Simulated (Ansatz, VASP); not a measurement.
# Te3O: VASP beside Ansatz

```
Te O
1.0
     0.00000    4.84500    4.84500
     4.84500    0.00000    4.84500
     4.84500    4.84500    0.00000
Te O
6 2
Direct
  0.24994 0.75006 0.75006
  0.75006 0.24994 0.24994
  0.75006 0.24994 0.75006
  0.24994 0.75006 0.24994
  0.75006 0.75006 0.24994
  0.24994 0.24994 0.75006
  0.50000 0.50000 0.50000
  0.00000 0.00000 0.00000
```

Alike in both runs: functional PBE; k mesh 3 × 3 × 3; occupations gaussian, width 0.2 eV; no spin polarisation.

Ansatz relaxed the structure, and its values are those at the end. VASP's run is a single point on that final structure, the one shown.

|  | VASP | Ansatz |
| --- | --- | --- |
| version | VASP 6.6.1 | Ansatz 0.2.0 |
| potentials or method | VASP PAW PBE potentials, release 64 (Te, O), cutoff 520 eV | scalar-relativistic, plane waves, PAW |
| valence electrons in the cell | 48 | 108 |

Ansatz gave:

| Item | Value |
| --- | --- |
| gap on the k mesh at the Fermi level (eV) | none |
| pressure (GPa) | -0.1 |

Problem. What did VASP give for the same quantities?

Solution. gap on the k mesh at the Fermi level (eV): none; pressure (GPa): -0.3.

A gap of «none» marks a metal or a gap that the smearing closes. VASP's potentials hold 48 valence electrons a cell and Ansatz's 108, so a difference there can come from the potentials and not from the codes.

The k mesh is coarse, so the values compare programs but aren't converged. Neither program's run includes spin-orbit coupling.
